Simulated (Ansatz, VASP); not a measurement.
**Al12H: VASP beside Ansatz**

INCAR

```
SYSTEM = Al12H
PREC = Accurate
ENCUT = 520
EDIFF = 1E-7
ISMEAR = 0
SIGMA = 0.1
LREAL = .False.
LASPH = .True.
NELM = 100
ALGO = Normal
ISIF = 2
LWAVE = .False.
LCHARG = .False.
LDIPOL = .True.
IDIPOL = 3
DIPOL = 0.5 0.5 0.307
GGA = PE
IVDW = 12
NBANDS = 30
```

KPOINTS

```
regular mesh
0
Gamma
  6 6 1
  0 0 0
```

File POSCAR:

```
Al12H
1.0
    5.6314608543      0.0000000000      0.0000000000
   -2.8157304272      4.8769881603      0.0000000000
    0.0000000000      0.0000000000     21.6684292099
Al H
12 1
Direct
    0.3333333333      0.1666666667      0.1846003677
    0.3333333333      0.6666666667      0.1846003677
    0.8333333333      0.1666666667      0.1846003677
    0.8333333333      0.6666666667      0.1846003677
    0.1666666667      0.3333333333      0.2900502825
    0.1666666667      0.8333333333      0.2900502825
    0.6666666667      0.3333333333      0.2900502825
    0.6666666667      0.8333333333      0.2900502825
    0.0000000000      0.0000000000      0.3954337957
    0.0000000000      0.5000000000      0.3954337957
    0.5000000000      0.0000000000      0.3954337957
    0.5000000000      0.5000000000      0.3954337957
    0.0000000000      0.0833333333      0.5108090255
```

Input for Ansatz:

```yaml
crystal:
  lattice:
    - [5.6314608543, 0.0, 0.0]
    - [-2.8157304272, 4.8769881603, 0.0]
    - [0.0, 0.0, 21.6684292099]
  atoms:
    - { symbol: Al, position: [0.3333333333, 0.1666666667, 0.1846003677] }
    - { symbol: Al, position: [0.3333333333, 0.6666666667, 0.1846003677] }
    - { symbol: Al, position: [0.8333333333, 0.1666666667, 0.1846003677] }
    - { symbol: Al, position: [0.8333333333, 0.6666666667, 0.1846003677] }
    - { symbol: Al, position: [0.1666666667, 0.3333333333, 0.2900502825] }
    - { symbol: Al, position: [0.1666666667, 0.8333333333, 0.2900502825] }
    - { symbol: Al, position: [0.6666666667, 0.3333333333, 0.2900502825] }
    - { symbol: Al, position: [0.6666666667, 0.8333333333, 0.2900502825] }
    - { symbol: Al, position: [0.0, 0.0, 0.3954337957] }
    - { symbol: Al, position: [0.0, 0.5, 0.3954337957] }
    - { symbol: Al, position: [0.5, 0.0, 0.3954337957] }
    - { symbol: Al, position: [0.5, 0.5, 0.3954337957] }
    - { symbol: H, position: [0.0, 0.0833333333, 0.5108090255] }
basis:
  ecutwfc: 420
kpoints:
  mp_grid: { grid: [6, 6, 1] }
hamiltonian:
  xc: pbe
  pseudopotentials: { kind: paw, azcp: { folder: soft_1 } }
  dispersion: d3bj
scf:
  occupations: { method: gaussian, width: 0.1 }
output:
  forces: true
  eigenvalues: true
efield:
  axis: 3
  dipole_correction: true
  ramp_width: 0.04
```

Alike in both runs: task single point; functional PBE; dispersion D3(BJ); k mesh 6 × 6 × 1; occupations gaussian, width 0.1 eV; no spin polarisation.

|  | VASP | Ansatz |
| --- | --- | --- |
| version | VASP 6.6.1 | Ansatz 0.2.0 |
| potentials or method | VASP PAW PBE potentials, release 64 (Al, H), cutoff 520 eV | scalar-relativistic, plane waves, PAW |
| valence electrons in the cell | 37 | 37 |

|  | VASP | Ansatz | Ansatz less VASP |
| --- | --- | --- | --- |
| gap on the k mesh at the Fermi level (eV) | none | none | - |
| rms of the force components (eV/Å) | 0.377 | 0.377 | -0.0003 |

Atom by atom the forces differ by 0.001 eV/Å (rms over components). A gap of «none» marks a metal or a gap that the smearing closes.
